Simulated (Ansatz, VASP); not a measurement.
**SiC in VASP and in Ansatz**

```
Si C
1.0
     3.07569    0.00000    0.00000
    -1.53785    2.66363    0.00000
     0.00000    0.00000   10.07065
Si C
4 4
Direct
  0.66667 0.33333 0.93784
  0.33333 0.66667 0.43784
  0.00000 0.00000 0.68789
  0.00000 0.00000 0.18789
  0.66667 0.33333 0.74980
  0.33333 0.66667 0.24980
  0.00000 0.00000 0.50046
  0.00000 0.00000 0.00046
```

Alike in both runs: task single point; functional PBE; k mesh 6 × 6 × 2; no spin polarisation.

|  | VASP | Ansatz |
| --- | --- | --- |
| version | VASP 6.6.1 | Ansatz 0.2.0 |
| potentials or method | VASP PAW PBE potentials, release 64 (Si, C), cutoff 520 eV | plane waves, PAW |
| occupations | gaussian, width 0.01 eV | fixed |
| valence electrons in the cell | 32 | 32 |

|  | VASP | Ansatz | Ansatz less VASP |
| --- | --- | --- | --- |
| gap on the k mesh at the Fermi level (eV) | 2.22 | 2.22 | +0.001 |
